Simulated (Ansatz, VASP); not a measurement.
**One calculation of Rh, two programs**

The input INCAR:

```
SYSTEM = Rh
PREC = Accurate ; ENCUT = 520
EDIFF = 1E-6 ; ISMEAR = -1
SIGMA = 0.05 ; LREAL = .FALSE.
LASPH = .TRUE. ; NELM = 100
ALGO = Normal ; ISIF = 2
LWAVE = .FALSE. ; LCHARG = .TRUE.
GGA = PS ; LELF = .TRUE.
LVHAR = .TRUE. ; NBANDS = 22
```

Contents of KPOINTS:

```
regular mesh
0
G
  9 9 5
  0 0 0
```

POSCAR

```
Rh
1.0
    2.7309790422      0.0000000000      0.0000000000
   -1.3654895211      2.3650972278      0.0000000000
    0.0000000000      0.0000000000      4.6056285600
Rh
2
Direct
    0.3333333333      0.6666666667      0.2500000000
    0.6666666667      0.3333333333      0.7500000000
```

The input input.yaml:

```yaml
crystal:
  lattice:
    - [2.7309790422, 0.0, 0.0]
    - [-1.3654895211, 2.3650972278, 0.0]
    - [0.0, 0.0, 4.60562856]
  atoms:
    - { symbol: Rh, position: [0.3333333333, 0.6666666667, 0.25] }
    - { symbol: Rh, position: [0.6666666667, 0.3333333333, 0.75] }
hamiltonian:
  xc: pbesol
  pseudopotentials: { kind: paw }
kpoints:
  mp_grid: { grid: [9, 9, 5] }
scf:
  occupations: { method: fermi_dirac, width: 0.05 }
output:
  forces: true
  stress: true
  eigenvalues: true
```

Alike in both runs: task single point; functional PBEsol; k mesh 9 × 9 × 5; occupations fermi-dirac, width 0.05 eV; no spin polarisation.

|  | VASP | Ansatz |
| --- | --- | --- |
| version | VASP 6.6.1 | Ansatz 0.2.0 |
| potentials or method | VASP PAW PBE potentials, release 64 (Rh_pv) | Ansatz PAW |
| plane-wave cutoff (eV) | 520 | 420 |
| valence electrons in the cell | 30 | 34 |

```tsv
	VASP	Ansatz	Ansatz less VASP
gap on the k mesh at the Fermi level (eV)	none	none	-
pressure (GPa)	-21.1	-21.0	+0.05
traceless stress, the component that is largest in VASP (GPa)	-6.94	-6.95	-0.013
```

VASP's potentials were made for PBE, not for PBEsol. A gap of «none» marks a metal or a gap that the smearing closes. VASP's potentials hold 30 valence electrons a cell and Ansatz's 34, so a difference there can come from the potentials and not from the codes.
